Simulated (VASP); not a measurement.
# Sb (R-3m) in VASP: further runs, part 2 of 2

VASP 6.6.1.

**4. Single point, LDA**

The input, INCAR:

```
SYSTEM = Sb
PREC = Accurate
ENCUT = 520
EDIFF = 1E-6
ISMEAR = 1
SIGMA = 0.1
LREAL = .FALSE.
LASPH = .TRUE.
NELM = 80
ALGO = Normal
ISIF = 2
LWAVE = .FALSE.
LCHARG = .FALSE.
GGA = CA
NBANDS = 12
```

The input, KPOINTS:

```
Automatic mesh
0
G
  9 9 9
  0 0 0
```

The input, POSCAR:

```
Sb
1.0
    2.1456002536      1.2387628840      3.6587425366
   -2.1456002536      1.2387628840      3.6587425366
    0.0000000000     -2.4775257680      3.6587425366
Sb
2
Direct
    0.2359371474      0.2359371474      0.2359371474
    0.7640628526      0.7640628526      0.7640628526
```

Potentials or basis: VASP PAW LDA potentials, release 64 (Sb).

Command:

```console
> cat potpaw_LDA.64/Sb/POTCAR > POTCAR
> mpirun -np 1 vasp_std > vasp.out
```

OUTCAR:

```text
SYSTEM = Sb
   PREC = Accurate
   ENCUT = 520
   EDIFF = 1E-6
   ISMEAR = 1
   LREAL = .FALSE.
   LASPH = .TRUE.
   NELM = 80
   ISIF = 2
   GGA = CA

 ion  position               nearest neighbor table
   1  0.236  0.236  0.236-   2 2.91   2 2.91   2 2.91   2 3.27   2 3.27   2 3.27
   2  0.764  0.764  0.764-   1 2.91   1 2.91   1 2.91   1 3.27   1 3.27   1 3.27

  LATTYP: Found a trigonal (rhomboedric) cell.
 ALAT       =     4.4186571354
 COS(alpha) =     0.5284290848

  Lattice vectors:

 A1 = (   2.1456002536,   1.2387628840,   3.6587425366)
 A2 = (  -2.1456002536,   1.2387628840,   3.6587425366)
 A3 = (   0.0000000000,  -2.4775257680,   3.6587425366)

Analysis of symmetry for initial positions (statically):
=====================================================================
 Subroutine PRICEL returns:
 Original cell was already a primitive cell.

 Routine SETGRP: Setting up the symmetry group for a
 trigonal (rhombohedral) supercell.

 Subroutine GETGRP returns: Found 12 space group operations
 (whereof 12 operations were pure point group operations)
 out of a pool of 12 trial point group operations.

The static configuration has the point symmetry D_3d.

Analysis of symmetry for dynamics (positions and initial velocities):
[... 167 lines left out ...]
 k-point     1 :       0.0000    0.0000    0.0000
  band No.  band energies     occupation
      1      -5.3824      2.00000
      2       2.8704      2.00000
      3       5.5292      2.00000
      4       5.6889      2.00000
      5       5.6889      2.00000
      6       9.8746      0.00000
      7      10.3753      0.00000
      8      10.3753      0.00000
      9      12.4833      0.00000
     10      12.4833      0.00000
     11      12.6513      0.00000
     12      14.0662      0.00000
[... 331 lines left out ...]
 k-point    24 :       0.4444    0.4444   -0.0000
  band No.  band energies     occupation
      1      -3.0605      2.00000
      2      -0.3148      2.00000
      3       2.0592      2.00000
      4       3.7488      2.00000
      5       3.7849      2.00000
      6       9.1378     -0.00000
      7      12.5704      0.00000
      8      12.9806      0.00000
      9      14.2915      0.00000
     10      16.0873      0.00000
     11      17.3570      0.00000
     12      18.4198      0.00000

 [... further k-points ...]
[... 5 lines left out ...]
  --------------------------------------------------------------------------------------
  -------------------------------------------------------------------------------------
  Total        0.1438134      0.1438134      0.0956369     -0.0000000     -0.0000000      0.0000000
  in kB        3.9490236      3.9490236      2.6261292     -0.0000000     -0.0000000      0.0000000
  external PRESSURE =       3.5080588 kB  Pullay stress =       0.0000000 kB

 VOLUME and BASIS-vectors are now :
 -----------------------------------------------------------------------------
  energy-cutoff  :      520.00
  volume of cell :       58.35
      direct lattice vectors                 reciprocal lattice vectors
     2.145600254  1.238762884  3.658742537     0.233035021  0.134542832  0.091105982
    -2.145600254  1.238762884  3.658742537    -0.233035021  0.134542832  0.091105982
     0.000000000 -2.477525768  3.658742537     0.000000000 -0.269085664  0.091105982

 POSITION                                       TOTAL-FORCE (eV/Angst)
 -----------------------------------------------------------------------------------
      0.00000      0.00000      2.58970         0.000000     -0.000000      0.032482
      0.00000      0.00000      8.38653         0.000000      0.000000     -0.032482
 -----------------------------------------------------------------------------------
    total drift:                               -0.000000      0.000000     -0.000000

  FREE ENERGIE OF THE ION-ELECTRON SYSTEM (eV)
  ---------------------------------------------------
  free  energy   TOTEN  =        -9.6321800957 eV

  energy  without entropy=       -9.6317373615  energy(sigma->0) =       -9.63203252
```

It took 17 s on 1 thread of Intel Xeon 6975P-C (Granite Rapids), shared host; peak memory 0.19 GiB.

Results:

* Free energy: -9.6322 eV
* Pressure: 0.4 GPa
* Largest force: 0.032 eV/Å
* Band gap on the k mesh: 0.02 eV, indirect (least direct gap 0.44 eV)

Forces in eV/Å, atoms in the order of the input:
```
Sb   0.000  0.000  0.032
Sb   0.000  0.000 -0.032
```

Stress tensor (GPa, compression positive):
```
0.39 0.00 0.00
0.00 0.39 0.00
0.00 0.00 0.26
```

Caveat: spin-orbit coupling is left out, which moves the levels of the heavy elements. A k mesh can miss the band edges.

**5. Single point, LDA**

The input, INCAR:

```
PREC     = Accurate       # precision mode
ENCUT    = 520            # plane-wave cutoff, eV
EDIFF    = 1E-6           # SCF threshold, eV
ISMEAR   = 1              # smearing method
SIGMA    = 0.2            # smearing width, eV
LREAL    = F              # projectors in reciprocal space
LASPH    = T              # aspherical terms in the spheres
NELM     = 80             # most SCF steps
ALGO     = Normal         # electronic algorithm
ISIF     = 2              # what is computed and relaxed
LWAVE    = F              # write WAVECAR
LCHARG   = F              # write CHGCAR
NBANDS   = 12             # bands
```

The input, KPOINTS:

```
regular mesh
0
Gamma
  9 9 9
```

POSCAR is that of step 4.

Potentials or basis: VASP PAW LDA potentials, release 64 (Sb).

Command:

```console
> cat potpaw_LDA.64/Sb/POTCAR > POTCAR
> mpirun -np 1 vasp_std > vasp.out
```

OUTCAR:

```text
PREC = Accurate
   ENCUT = 520
   EDIFF = 1E-6
   ISMEAR = 1
   LREAL = F
   LASPH = T
   NELM = 80
   ISIF = 2

 ion  position               nearest neighbor table
   1  0.236  0.236  0.236-   2 2.91   2 2.91   2 2.91   2 3.27   2 3.27   2 3.27
   2  0.764  0.764  0.764-   1 2.91   1 2.91   1 2.91   1 3.27   1 3.27   1 3.27

  LATTYP: Found a trigonal (rhomboedric) cell.
 ALAT       =     4.4186571354
 COS(alpha) =     0.5284290848

  Lattice vectors:

 A1 = (   2.1456002536,   1.2387628840,   3.6587425366)
 A2 = (  -2.1456002536,   1.2387628840,   3.6587425366)
 A3 = (   0.0000000000,  -2.4775257680,   3.6587425366)

Analysis of symmetry for initial positions (statically):
=====================================================================
 Subroutine PRICEL returns:
 Original cell was already a primitive cell.

 Routine SETGRP: Setting up the symmetry group for a
 trigonal (rhombohedral) supercell.

 Subroutine GETGRP returns: Found 12 space group operations
 (whereof 12 operations were pure point group operations)
 out of a pool of 12 trial point group operations.

The static configuration has the point symmetry D_3d.

[... 165 lines left out ...]
 fundamental gap:      0.0429313605
 Fermi energy:         7.5541256747

 k-point     1 :       0.0000    0.0000    0.0000
  band No.  band energies     occupation
      1      -5.3826      2.00000
      2       2.8702      2.00000
      3       5.5291      2.00000
      4       5.6888      2.00000
      5       5.6888      2.00000
      6       9.8741     -0.00000
      7      10.3753     -0.00000
      8      10.3753     -0.00000
      9      12.4832      0.00000
     10      12.4832      0.00000
     11      12.6516      0.00000
     12      14.0662      0.00000
[... 331 lines left out ...]
 k-point    24 :       0.4444    0.4444   -0.0000
  band No.  band energies     occupation
      1      -3.0606      2.00000
      2      -0.3151      2.00000
      3       2.0593      2.00000
      4       3.7487      2.00000
      5       3.7848      2.00000
      6       9.1377     -0.00000
      7      12.5703      0.00000
      8      12.9805      0.00000
      9      14.2913      0.00000
     10      16.0871      0.00000
     11      17.3569      0.00000
     12      18.4197      0.00000

 [... further k-points ...]
[... 5 lines left out ...]
  --------------------------------------------------------------------------------------
  -------------------------------------------------------------------------------------
  Total        0.1360676      0.1360676      0.0917206     -0.0000000     -0.0000000     -0.0000000
  in kB        3.7363287      3.7363287      2.5185902     -0.0000000     -0.0000000     -0.0000000
  external PRESSURE =       3.3304159 kB  Pullay stress =       0.0000000 kB

 VOLUME and BASIS-vectors are now :
 -----------------------------------------------------------------------------
  energy-cutoff  :      520.00
  volume of cell :       58.35
      direct lattice vectors                 reciprocal lattice vectors
     2.145600254  1.238762884  3.658742537     0.233035021  0.134542832  0.091105982
    -2.145600254  1.238762884  3.658742537    -0.233035021  0.134542832  0.091105982
     0.000000000 -2.477525768  3.658742537     0.000000000 -0.269085664  0.091105982

 POSITION                                       TOTAL-FORCE (eV/Angst)
 -----------------------------------------------------------------------------------
      0.00000      0.00000      2.58970         0.000000     -0.000000      0.034102
      0.00000      0.00000      8.38653         0.000000      0.000000     -0.034102
 -----------------------------------------------------------------------------------
    total drift:                               -0.000000      0.000000     -0.000000

  FREE ENERGIE OF THE ION-ELECTRON SYSTEM (eV)
  ---------------------------------------------------
  free  energy   TOTEN  =        -9.6321416728 eV

  energy  without entropy=       -9.6335635699  energy(sigma->0) =       -9.63261564
```

stdout:

```text
POSCAR found type information on POSCAR Sb
 POSCAR found :  1 types and       2 ions
 scaLAPACK will be used
 LDA part: xc-table for (Slater(with rela. corr.)+CA(PZ))
 , standard interpolation
 POSCAR, INCAR and KPOINTS ok, starting setup
 FFT: planning ... GRIDC
 FFT: planning ... GRID_SOFT
 FFT: planning ... GRID
 WAVECAR not read
 entering main loop
```

Wall time 19 s (1 thread of Intel Xeon 6975P-C (Granite Rapids), shared host); peak memory 0.19 GiB.

What came out:

```yaml
Free_energy: -9.6321 eV
Pressure: 0.3 GPa
Largest_force: 0.034 eV/Å
```

Forces on the atoms (eV/Å):
```
Sb   0.000  0.000  0.034
Sb   0.000  0.000 -0.034
```

Caveat: spin-orbit coupling is left out, which moves the levels of the heavy elements.

**6. Overview**

| smearing | gap on the mesh (eV) | pressure (GPa) | largest force (eV/Å) |
| --- | --- | --- | --- |
| methfessel-paxton 0.01 eV | 0.02 | 0.4 | 0.02 |
| methfessel-paxton 0.03 eV | 0.02 | 0.4 | 0.03 |
| methfessel-paxton 0.1 eV | 0.02 | 0.4 | 0.03 |
| methfessel-paxton 0.2 eV | - | 0.3 | 0.03 |

Alike in all rows: task single point; level LDA; potentials or basis VASP PAW LDA potentials, release 64 (Sb); no spin polarisation; cell as given; k mesh 9 × 9 × 9; cutoff (eV) 520.

On the cell as given the gap runs from 0.02 eV (LDA) to 0.02 eV (LDA).

Caveats: spin-orbit coupling is left out, which moves the levels of the heavy elements.

Absolute energies hang on the potentials; compare differences alone.
